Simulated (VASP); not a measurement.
# Si17W10 (a cell with a defect) in VASP: single point with PBE

Aim: the single point of Si17W10 (a cell with a defect) with PBE.

All numbers are computed with VASP 6.6.1; they aren't measurements. Logs are shortened: lines on timing, memory, paths and dates and some standing lists are left out, and cuts for length are marked.

### 1 The cell of the first run

The cell holds a defect, 27 atoms: a = 7.867 Å, b = 7.899 Å, c = 7.899 Å, α = 75.64°, β = 60.13°, γ = 60.13°.

### 2 Single point, PBE

The input, INCAR:

```
SYSTEM = Si17W10
PREC = Accurate
ENCUT = 520
EDIFF = 1E-6
ISMEAR = 0
SIGMA = 0.1
LREAL = Auto
LASPH = .TRUE.
NELM = 80
ALGO = Normal
ISIF = 2
LWAVE = .FALSE.
LCHARG = .FALSE.
GGA = PE
NBANDS = 123
```

The input, KPOINTS:

```
Automatic mesh
0
G
  4 4 4
  0 0 0
```

The input, POSCAR:

```
Si17W10
1.0
    0.0000000000      0.0000000000      7.8668278230
   -4.8434929727      4.8434929727      3.9334139115
   -4.8434929727     -4.8434929727      3.9334139115
W Si
10 17
Direct
    0.0021025270      0.3333333333      0.3333333333
    0.0006392323      0.3333333333      0.6713126526
    0.6654803663      0.9987468537      0.6679198130
    0.3386185515      0.9953540141      0.3333333333
    0.0000668460      0.9987468537      0.9987468537
    0.3308938866      0.6679198130      0.6679198130
    0.0006392323      0.6713126526      0.3333333333
    0.6649239714      0.3333333333      0.3333333333
    0.3386185515      0.3333333333      0.9953540141
    0.6654803663      0.6679198130      0.9987468537
    0.6684460890     -0.0015431383      0.3333333333
    0.3316043057      0.0012704480      0.0012704480
   -0.0004585796      0.0012704480      0.6653962186
    0.3335696174      0.6682098049      0.3333333333
   -0.0004585796      0.6653962186      0.0012704480
    0.6684460890      0.3333333333     -0.0015431383
    0.3335696174      0.3333333333      0.6682098049
    0.6674785351      0.6653962186      0.6653962186
    0.6645662152      0.3333333333      0.6658082019
    0.3335282777     -0.0013742178      0.6680408845
    0.9970410838      0.0008584648      0.3333333333
    0.6682358289     -0.0013742178      0.9986257822
    0.9988207265      0.6680408845      0.6680408845
    0.6645662152      0.6658082019      0.3333333333
    0.3330116657      0.3333333333      0.3333333333
    0.9970410838      0.3333333333      1.0008584648
    0.3335282777      0.6680408845      0.9986257822
```

Potentials or basis: VASP PAW PBE potentials, release 64 (W_sv, Si).

Run with:

```sh
cat potpaw_PBE.64/W_sv/POTCAR potpaw_PBE.64/Si/POTCAR > POTCAR
mpirun -np 1 vasp_std > vasp.out
```

OUTCAR:

```text
SYSTEM = Si17W10
   PREC = Accurate
   ENCUT = 520
   EDIFF = 1E-6
   ISMEAR = 0
   LREAL = Auto
   LASPH = .TRUE.
   NELM = 80
   ISIF = 2
   GGA = PE

 ion  position               nearest neighbor table
   1  0.002  0.333  0.333-  25 2.60  21 2.65  26 2.65  19 2.65  24 2.65   8 2.65   9 2.66   4 2.66
                             7 2.66   2 2.66  12 3.22  15 3.22  13 3.22  18 3.22
   2  0.001  0.333  0.671-  26 2.59  16 2.60  17 2.61  20 2.63  23 2.63  13 2.64  18 2.64  25 2.65
                             1 2.66  19 2.67   5 3.21  10 3.21   4 3.27   7 3.27
   3  0.665  0.999  0.668-  20 2.61  23 2.62  22 2.62  13 2.63  12 2.63  18 2.63  17 2.63  11 2.63
                            19 2.64  21 2.64  10 3.20   9 3.21   7 3.21   8 3.24
   4  0.339  0.995  0.333-  24 2.59  14 2.60  11 2.61  22 2.63  20 2.63  12 2.64  13 2.64  25 2.65
                             1 2.66  21 2.67  10 3.21   6 3.21   9 3.27   2 3.27
   5  0.000  0.999  0.999-  22 2.61  20 2.62  27 2.62  12 2.63  15 2.63  13 2.63  16 2.63  11 2.63
                            26 2.64  21 2.64   6 3.20   2 3.21   7 3.21   8 3.24
   6  0.331  0.668  0.668-  23 2.61  20 2.62  27 2.62  18 2.63  13 2.63  15 2.63  17 2.63  14 2.63
                            24 2.64  19 2.64   5 3.20   4 3.21   9 3.21   8 3.24
   7  0.001  0.671  0.333-  21 2.59  11 2.60  14 2.61  27 2.63  23 2.63  15 2.64  18 2.64  25 2.65
                             1 2.66  24 2.67   5 3.21   3 3.21   9 3.27   2 3.27
   8  0.665  0.333  0.333-  25 2.61  21 2.62  26 2.62  19 2.62  24 2.62  16 2.63  11 2.63  17 2.63
                            14 2.63   1 2.65   5 3.24  10 3.24   3 3.24   6 3.24
   9  0.339  0.333  0.995-  19 2.59  17 2.60  16 2.61  22 2.63  27 2.63  12 2.64  15 2.64  25 2.65
[... 23 lines left out ...]
  21  0.997  0.001  0.333-   7 2.59  11 2.59   8 2.62  12 2.63  13 2.63   5 2.64   3 2.64  14 2.64
                             1 2.65   4 2.67
  22  0.668  0.999  0.999-   5 2.61   3 2.62  10 2.62  12 2.63  13 2.63  15 2.63   4 2.63   9 2.63
                            11 2.64  16 2.64
  23  0.999  0.668  0.668-   6 2.61   3 2.62  10 2.62  18 2.63  15 2.63  13 2.63   2 2.63   7 2.63
                            17 2.64  14 2.64
  24  0.665  0.666  0.333-   4 2.59  14 2.59   8 2.62  15 2.63  18 2.63  10 2.64   6 2.64  11 2.64
                             1 2.65   7 2.67
  25  0.333  0.333  0.333-   1 2.60   8 2.61  11 2.65  16 2.65  14 2.65  17 2.65   4 2.65   9 2.65
                             2 2.65   7 2.65
  26  0.997  0.333  0.001-   2 2.59  16 2.59   8 2.62  12 2.63  15 2.63   5 2.64  10 2.64  17 2.64
                             1 2.65   9 2.67
  27  0.334  0.668  0.999-  10 2.61   5 2.62   6 2.62  15 2.63  12 2.63  18 2.63   7 2.63   9 2.63
                            14 2.64  16 2.64

  LATTYP: Found a body centered tetragonal cell.
 ALAT       =     9.6869859454
 C/A-ratio  =     0.8121027394

  Lattice vectors:

 A1 = (  -4.8434929727,   4.8434929727,  -3.9334139115)
 A2 = (   4.8434929727,  -4.8434929727,  -3.9334139115)
 A3 = (  -4.8434929727,  -4.8434929727,   3.9334139115)

Analysis of symmetry for initial positions (statically):
=====================================================================
 Subroutine PRICEL returns:
 Original cell was already a primitive cell.

 Routine SETGRP: Setting up the symmetry group for a
 body centered tetragonal supercell.

 Subroutine GETGRP returns: Found  8 space group operations
 (whereof  2 operations were pure point group operations)
 out of a pool of 16 trial point group operations.

The static configuration has the point symmetry C_1h.
 The point group associated with its full space group is C_4v.

Analysis of symmetry for dynamics (positions and initial velocities):
=====================================================================
 Subroutine PRICEL returns:
 Original cell was already a primitive cell.

 Routine SETGRP: Setting up the symmetry group for a
 body centered tetragonal supercell.

 Subroutine GETGRP returns: Found  8 space group operations
 (whereof  2 operations were pure point group operations)
 out of a pool of 16 trial point group operations.

The dynamic configuration has the point symmetry C_1h.
 The point group associated with its full space group is C_4v.

 Subroutine INISYM returns: Found  8 space group operations
 (whereof  2 operations are pure point group operations),
 and found     1 'primitive' translations

----------------------------------------------------------------------------------------

                                     Primitive cell

  volume of cell :     369.1025

  direct lattice vectors                    reciprocal lattice vectors
     0.000000000  0.000000000  7.866827823     0.103231284  0.000000000  0.127116040
    -4.843492973  4.843492973  3.933413912    -0.103231284  0.103231284  0.000000000
    -4.843492973 -4.843492973  3.933413912    -0.103231284 -0.103231284  0.000000000

  length of vectors
     7.866827823  7.898771636  7.898771636     0.163753430  0.145991082  0.145991082

  position of ions in fractional coordinates (direct lattice)
     0.002102527  0.333333333  0.333333333
     0.000639232  0.333333333  0.671312653
     0.665480366  0.998746854  0.667919813
     0.338618551  0.995354014  0.333333333
     0.000066846  0.998746854  0.998746854
     0.330893887  0.667919813  0.667919813
[... 19 lines left out ...]
     0.997041084  0.333333333  0.000858465
     0.333528278  0.668040885  0.998625782

  ion indices of the primitive-cell ions
   primitive index   ion index
                 1           1
                 2           2
                 3           3
                 4           4
                 5           5
                 6           6
[... 19 lines left out ...]
                26          26
                27          27

----------------------------------------------------------------------------------------

 KPOINTS: Automatic mesh

Automatic generation of k-mesh.
 Grid dimensions read from file:
 generate k-points for:    4    4    4

 Generating k-lattice:

  Cartesian coordinates                     Fractional coordinates (reciprocal lattice)
     0.025807821  0.000000000  0.031779010     0.250000000 -0.000000000 -0.000000000
    -0.025807821  0.025807821  0.000000000     0.000000000  0.250000000  0.000000000
    -0.025807821 -0.025807821  0.000000000     0.000000000  0.000000000  0.250000000

  Length of vectors
     0.040938357  0.036497771  0.036497771

  Shift w.r.t. Gamma in fractional coordinates (k-lattice)
     0.000000000  0.000000000  0.000000000

 Subroutine IBZKPT returns following result:
 ===========================================

 Found     13 irreducible k-points:

 Following reciprocal coordinates:
            Coordinates               Weight
  0.000000  0.000000  0.000000      1.000000
  0.250000  0.000000  0.000000      8.000000
  0.500000  0.000000  0.000000      4.000000
  0.000000  0.250000  0.000000      4.000000
  0.500000  0.250000  0.000000      8.000000
 -0.250000  0.250000  0.000000     16.000000
  0.000000  0.500000  0.000000      2.000000
  0.000000  0.250000  0.250000      4.000000
  0.500000  0.250000  0.250000      2.000000
 -0.250000  0.250000  0.250000      8.000000
  0.000000  0.500000  0.250000      4.000000
  0.500000 -0.250000  0.250000      2.000000
  0.000000  0.500000  0.500000      1.000000
   k-points           NKPTS =     13   k-points in BZ     NKDIM =     13   number of bands    NBANDS=    123
   number of dos      NEDOS =    301   number of ions     NIONS =     27
   total plane-waves  NPLWV = 216000
   dimension x,y,z NGX =    60 NGY =   60 NGZ =   60
   dimension x,y,z NGXF=   120 NGYF=  120 NGZF=  120
   ions per type =              10  17
   NGX,Y,Z   is equivalent  to a cutoff of  12.68, 12.63, 12.63 a.u.
   NGXF,Y,Z  is equivalent  to a cutoff of  25.36, 25.26, 25.26 a.u.
 SYSTEM =  Si17W10
   PREC   = accura    normal or accurate (medium, high low for compatibility)
   ISTART =      0    job   : 0-new  1-cont  2-samecut
   ICHARG =      2    charge: 1-file 2-atom 10-const
   ISPIN  =      1    spin polarized calculation?
   LNONCOLLINEAR =      F non collinear calculations
   LSORBIT =      F    spin-orbit coupling
   LASPH  =      T    aspherical Exc in radial PAW
   ENCUT  =  520.0 eV  38.22 Ry    6.18 a.u.  14.63 14.69 14.69*2*pi/ulx,y,z
   NELM   =     80;   NELMIN=  2; NELMDL= -5     # of ELM steps
   EDIFF  = 0.1E-05   stopping-criterion for ELM
   LREAL  =      T    real-space projection
   EDIFFG = 0.1E-04   stopping-criterion for IOM
   NSW    =      0    number of steps for IOM
   IBRION =     -1    ionic relax: 0-MD 1-quasi-New 2-CG
   NFREE  =      0    steps in history (QN), initial steepest desc. (CG)
   ISIF   =      2    stress and relaxation
   ISYM   =      2    0-nonsym 1-usesym 2-fastsym
   POTIM  = 0.5000    time-step for ionic-motion
   TEBEG  =    0.0;   TEEND  =   0.0 temperature during run
   PSTRESS=    0.0 pullay stress
   NELECT =     208.0000    total number of electrons
   NUPDOWN=      -1.0000    fix difference up-down
   EMIN   =  10.00;   EMAX   =-10.00  energy-range for DOS
   EFERMI =   0.00;   METHOD = LEGACY
   ISMEAR =     0;   SIGMA  =   0.10  broadening in eV -4-tet -1-fermi 0-gaus
   EFERMI_NEDOS =   21; number of points for ismear=-14 and -15
   IALGO  =     38    algorithm
   IMIX   =      4    mixing-type and parameters
     AMIX     =   0.40;   BMIX     =  1.00
     AMIX_MAG =   1.60;   BMIX_MAG =  1.00
  volume/ion in A,a.u.               =      13.67        92.25
  Fermi-wavevector in a.u.,A,eV,Ry     =   1.352219  2.555323 24.878191  1.828495
  Thomas-Fermi vector in A             =   2.479576
   LORBIT       =      0    0 simple, 1 ext, 2 COOP (PROOUT), +10 PAW based schemes
   GGA     = PE    functional components
   LHFCALC =     F    Hartree Fock is set to
   AEXX    =    0.0000 exact exchange contribution
   IVDW    =     0    specifies the selected vdW correction
   LEPSILON=     F    determine dielectric tensor
   LRPA    =     F    only Hartree local field effects (RPA)
 non-spin polarized calculation
 Gauss-broadening in eV      SIGMA  =   0.10
  energy-cutoff  :      520.00
  volume of cell :      369.10
 maximum number of plane-waves:      9955
 NGX is ok and might be reduce to    60
   NGX = 29   NGY = 29   NGZ = 29

 number of electron     207.9999996 magnetization

 Free energy of the ion-electron system (eV)
  ---------------------------------------------------
  ext. energy  EPLUGINS =         0.00000000
  ---------------------------------------------------
  free energy    TOTEN  =      -227.03779931 eV

  energy without entropy =     -226.97020636  energy(sigma->0) =     -227.00400284

 E-fermi :  12.0664     XC(G=0): -12.5759

 val. band max:       12.0625660639   @ k =   0.0000   0.2500   0.0000
 cond. band min:      12.1007214462   @ k =   0.5000   0.2500   0.2500
 fundamental gap:      0.0381553823
 Fermi energy:        12.0664209746

 k-point     1 :       0.0000    0.0000    0.0000
  band No.  band energies     occupation
      1     -62.4059      2.00000
      2     -62.0514      2.00000
      3     -62.0514      2.00000
      4     -62.0496      2.00000
      5     -62.0486      2.00000
      6     -62.0312      2.00000
[... 1536 lines left out ...]
    115      13.6445      0.00000
    116      13.6565      0.00000
 [bands above 116 left out]

------------------------ aborting loop because EDIFF is reached ----------------------------------------

  FORCE on cell =-STRESS in cart. coord.  units (eV):
  Direction    XX          YY          ZZ          XY          YZ          ZX
  --------------------------------------------------------------------------------------
  -------------------------------------------------------------------------------------
  Total        9.4039210      9.4039210     15.7201029      0.0000000      0.0000000     -0.0000000
  in kB       40.8199590     40.8199590     68.2368514      0.0000000      0.0000000     -0.0000000
  external PRESSURE =      49.9589231 kB  Pullay stress =       0.0000000 kB

 VOLUME and BASIS-vectors are now :
 -----------------------------------------------------------------------------
  energy-cutoff  :      520.00
  volume of cell :      369.10
      direct lattice vectors                 reciprocal lattice vectors
     0.000000000  0.000000000  7.866827823     0.103231284  0.000000000  0.127116040
    -4.843492973  4.843492973  3.933413912    -0.103231284  0.103231284  0.000000000
    -4.843492973 -4.843492973  3.933413912    -0.103231284 -0.103231284  0.000000000

 POSITION                                       TOTAL-FORCE (eV/Angst)
 -----------------------------------------------------------------------------------
     -3.22900      0.00000      2.63882        -0.000000      0.000000      0.011799
     -4.86600     -1.63700      3.95672        -0.011704     -0.011704      0.006844
     -8.07249      1.60236     11.79091        -0.000000     -0.001203      0.000718
     -6.43549      3.20649      7.89013         0.011704     -0.011704      0.006844
     -9.67485      0.00000      7.85750         0.001203      0.000000      0.000718
     -6.47013      0.00000      7.85750        -0.001203      0.000000      0.000718
[... 19 lines left out ...]
     -1.61866      1.61034      9.15807        -0.008562     -0.008562      0.005442
     -8.07249     -1.60119      9.17950        -0.000000     -0.005033     -0.000158
 -----------------------------------------------------------------------------------
    total drift:                               -0.000003      0.000000      0.007672

  FREE ENERGIE OF THE ION-ELECTRON SYSTEM (eV)
  ---------------------------------------------------
  free  energy   TOTEN  =      -227.0377993133 eV

  energy  without entropy=     -226.9702063584  energy(sigma->0) =     -227.00400284
```

Wall time 33 min (1 thread of AMD EPYC 7R43 (Zen 3), shared host); peak memory 0.66 GiB.

Results:

| Property | Result |
| --- | --- |
| Free energy | -227.0378 eV |
| Pressure | 5.0 GPa |
| Largest force | 0.035 eV/Å |
| Band gap on the k mesh | zero (bands 104 and 105 overlap by 0.04 eV) |

Forces on the atoms (eV/Å):
```
W    0.000  0.000  0.012
W   -0.012 -0.012  0.007
W    0.000 -0.001  0.001
W    0.012 -0.012  0.007
W    0.001  0.000  0.001
W   -0.001  0.000  0.001
W   -0.012  0.012  0.007
W    0.000  0.000 -0.035
W    0.012  0.012  0.007
W    0.000  0.001  0.001
Si  -0.005  0.005 -0.008
Si  -0.010  0.000 -0.002
Si   0.000  0.010 -0.002
Si   0.005 -0.005 -0.008
Si   0.000 -0.010 -0.002
Si  -0.005 -0.005 -0.008
Si   0.005  0.005 -0.008
Si   0.010  0.000 -0.002
Si   0.009  0.009  0.005
Si   0.000  0.005  0.000
Si  -0.009  0.009  0.005
Si  -0.005  0.000  0.000
Si   0.005  0.000  0.000
Si   0.009 -0.009  0.005
Si   0.000  0.000  0.012
Si  -0.009 -0.009  0.005
Si   0.000 -0.005  0.000
```

Caveat: spin-orbit coupling is left out, which moves the levels of the heavy elements.
